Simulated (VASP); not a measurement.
# Ba (Cmmm) in VASP: a series of runs, part 2 of 2

VASP 6.6.1. The steps go on from the part before.

**3. Single point, PBE+D3(BJ) (strain -0.0100 x Voigt [1, 0, 0, 0, 0, 0])**

INCAR reads:

```
ALGO = Normal ; EDIFF = 1E-6
ENCUT = 520 ; GGA = PE
ISIF = 2 ; ISMEAR = 0
IVDW = 12 ; LASPH = T
LCHARG = F ; LREAL = F
LWAVE = F ; NBANDS = 11
NELM = 100 ; PREC = Accurate
SIGMA = 0.15
```

KPOINTS reads:

```
k-points
0
Gamma
  14 14 8
```

POSCAR reads:

```
Ba
1.0
    1.9354500000     -3.6500000000      0.0000000000
    1.9354500000      3.6500000000      0.0000000000
    0.0000000000      0.0000000000      5.7000000000
Ba
1
Direct
    0.0000000000      0.0000000000      0.0000000000
```

Potentials or basis: VASP PAW PBE potentials, release 64 (Ba_sv).

Run with:

```bash
cat potpaw_PBE.64/Ba_sv/POTCAR > POTCAR
mpirun -np 1 vasp_std > vasp.out
```

It took 3.4 min on 1 thread of AMD EPYC 7R43 (Zen 3), shared host; peak memory 0.35 GiB.

It converged, with:

```
Free energy                : -1.4673 eV
Pressure                   : 0.3 GPa
Band gap on the k mesh     : zero (band 5 reaches 1.57 eV, above the bottom of band 6 at 0.51 eV)
Dispersion energy per atom : -0.150 eV
```

Stress tensor (GPa, compression positive):
```
 2.66  0.00  0.00
 0.00  0.86  0.00
 0.00  0.00 -2.58
```

Levels at points of the mesh, in eV from the Fermi level:
```tsv
k point	band 3	band 4	band 5	band 6	band 7	band 8
(0.00, 0.00, 0.00)	-13.90	-13.79	-2.35	-0.04	1.43	2.53
(0.50, 0.00, 0.00)	-14.22	-14.08	-0.76	0.60	1.48	1.81
(0.50, 0.50, 0.00)	-14.27	-13.93	-0.74	0.61	1.14	1.40
(0.00, 0.00, 0.50)	-13.90	-13.79	-1.76	-0.17	1.46	2.14
(0.50, 0.00, 0.50)	-14.24	-14.08	-0.62	-0.17	2.93	2.97
(0.50, 0.50, 0.50)	-14.28	-13.92	-0.58	-0.25	2.62	2.62
```

Caveat: the cell differs from its parent crystal (strain -0.0100 x Voigt [1, 0, 0, 0, 0, 0]); spin-orbit coupling is left out, which moves the levels of the heavy elements; pairwise dispersion overbinds metals, which lowers pressure and volume.

**4. Single point, PBE+D3(BJ) (strain +0.0100 x Voigt [1, 0, 0, 0, 0, 0])**

INCAR: that of step 3 with these lines changed.

```diff
@@ -1,2 +1,2 @@
-ALGO = Normal ; EDIFF = 1E-6
+ALGO = Normal ; EDIFF = 1E-7
 ENCUT = 520 ; GGA = PE
```

KPOINTS is that of step 3.

POSCAR reads:

```
Ba
1.0
    1.9745500000     -3.6500000000      0.0000000000
    1.9745500000      3.6500000000      0.0000000000
    0.0000000000      0.0000000000      5.7000000000
Ba
1
Direct
    0.0000000000      0.0000000000      0.0000000000
```

Potentials or basis: VASP PAW PBE potentials, release 64 (Ba_sv).

Run with:

```bash
cat potpaw_PBE.64/Ba_sv/POTCAR > POTCAR
mpirun -np 1 vasp_std > vasp.out
```

OUTCAR:

```text
EDIFF = 1E-7
   ENCUT = 520
   GGA = PE
   ISIF = 2
   ISMEAR = 0
   IVDW = 12
   LASPH = T
   LREAL = F
   NELM = 100
   PREC = Accurate
 IVDW          = 12

 ion  position               nearest neighbor table
   1  0.000  0.000  0.000-

  LATTYP: Found a base centered orthorhombic cell.
 ALAT       =     3.9491000000
 B/A-ratio  =     1.8485224482
 C/A-ratio  =     1.4433668431

  Lattice vectors:

 A1 = (   1.9745500000,  -3.6500000000,   0.0000000000)
 A2 = (   1.9745500000,   3.6500000000,   0.0000000000)
 A3 = (   0.0000000000,   0.0000000000,   5.7000000000)

[... 516 lines left out ...]

------------------------ aborting loop because EDIFF is reached ----------------------------------------

 Edisp (eV)   -0.14677

 E8    (eV) :    -0.0839

  FORCE on cell =-STRESS in cart. coord.  units (eV):
  Direction    XX          YY          ZZ          XY          YZ          ZX
  --------------------------------------------------------------------------------------
  -------------------------------------------------------------------------------------
  Total       1.08804     0.42236    -1.27393    -0.00000     0.00000     0.00000
  in kB      21.21729     8.23613   -24.84220    -0.00000     0.00000     0.00000
  external pressure =        1.54 kB  Pullay stress =        0.00 kB

 VOLUME and BASIS-vectors are now :
 -----------------------------------------------------------------------------
  energy-cutoff  :      520.00
  volume of cell :       82.16
      direct lattice vectors                 reciprocal lattice vectors
     1.974550000 -3.650000000  0.000000000     0.253222253 -0.136986301  0.000000000
     1.974550000  3.650000000  0.000000000     0.253222253  0.136986301  0.000000000
     0.000000000  0.000000000  5.700000000     0.000000000  0.000000000  0.175438596

 POSITION                                       TOTAL-FORCE (eV/Angst)
 -----------------------------------------------------------------------------------
      0.00000      0.00000      0.00000         0.000000      0.000000      0.000000
 -----------------------------------------------------------------------------------
    total drift:                                0.000000     -0.000000      0.000000

  FREE ENERGIE OF THE ION-ELECTRON SYSTEM (eV)
  ---------------------------------------------------
  free  energy   TOTEN  =        -1.4915649373 eV

  energy  without entropy=       -1.4600948270  energy(sigma->0) =       -1.47582988
```

Wall time 4.5 min (1 thread of AMD EPYC 7R43 (Zen 3), shared host); peak memory 0.37 GiB.

Results:

```
Free energy                : -1.4916 eV
Pressure                   : 0.2 GPa
Band gap on the k mesh     : zero (band 5 reaches 1.53 eV, above the bottom of band 6 at 0.50 eV)
Dispersion energy per atom : -0.147 eV
```

Caveat: the cell differs from its parent crystal (strain +0.0100 x Voigt [1, 0, 0, 0, 0, 0]); spin-orbit coupling is left out, which moves the levels of the heavy elements; pairwise dispersion overbinds metals, which lowers pressure and volume.

**5. Overview**

| cell | gap on the mesh (eV) | pressure (GPa) |
| --- | --- | --- |
| a = 4.104, b = 4.104, c = 5.700 Å, angles 90.0, 90.0, 125.6°, 1 atom | none | 0.6 |
| a = 4.131, b = 4.131, c = 5.700 Å, angles 90.0, 90.0, 124.1°, 1 atom | none | 0.3 |
| a = 4.150, b = 4.150, c = 5.700 Å, angles 90.0, 90.0, 123.2°, 1 atom | none | 0.2 |

Alike in all rows: task single point; level PBE+D3(BJ); potentials or basis VASP PAW PBE potentials, release 64 (Ba_sv); no spin polarisation; k mesh 14 × 14 × 8; cutoff (eV) 520; smearing gaussian 0.15 eV.

Caveats: spin-orbit coupling is left out, which moves the levels of the heavy elements; pairwise dispersion overbinds metals, which lowers pressure and volume.

Total energies depend on the potentials used, so only differences within one code and one set of settings carry meaning.
